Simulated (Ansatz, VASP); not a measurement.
# BaTiO3 in VASP and in Ansatz

```xyz
5
Lattice="3.9855 0.0000 0.0000 0.0000 2.8369 2.8451 0.0000 -2.8369 2.8451" Properties=species:S:1:pos:R:3 pbc="T T T"
Ba    0.0000    0.0000    0.0000
Ti    1.9928    0.0000    2.9157
O     1.9928    1.3804    4.2594
O     1.9928   -1.3804    4.2594
O     0.0000    0.0000    2.7735
```

Alike in both runs: functional PBEsol; k mesh 7 × 7 × 7; occupations fermi-dirac, width 0.05 eV; no spin polarisation; Hubbard terms Ti d U = 4.0 eV.

|  | VASP | Ansatz |
| --- | --- | --- |
| version | VASP 6.6.1 | Ansatz 0.2.0 |
| potentials or method | VASP PAW PBE potentials, release 64 (Ba_sv, Ti_sv, O_h) | Ansatz PAW |
| plane-wave cutoff (eV) | 910 | 420 |
| valence electrons in the cell | 40 | 40 |
| task | single point | projected density of states |

VASP gave:

| Property | Result |
| --- | --- |
| gap on the k mesh at the Fermi level (eV) | 2.34 |
| least direct gap on the mesh (eV) | 2.50 |
| rms of the force components (eV/Å) | 0.157 |

Task: Which values does Ansatz return?

Result: gap on the k mesh at the Fermi level (eV): 2.38; least direct gap on the mesh (eV): 2.52; rms of the force components (eV/Å): 0.099.

VASP's potentials were made for PBE, not for PBEsol. The programs project onto different local orbitals, so the same U acts differently, and such runs can settle in different states. Atom by atom the forces differ by 0.130 eV/Å (rms over components).

Neither program's run includes spin-orbit coupling. Noted on VASP's run: the cutoff is under 1.25 times that of the potentials, so the pressure is a little rough. Noted on Ansatz's run: odd divisions of the mesh miss points on the zone boundary, where band edges often lie, so the gap on the mesh can be too wide.
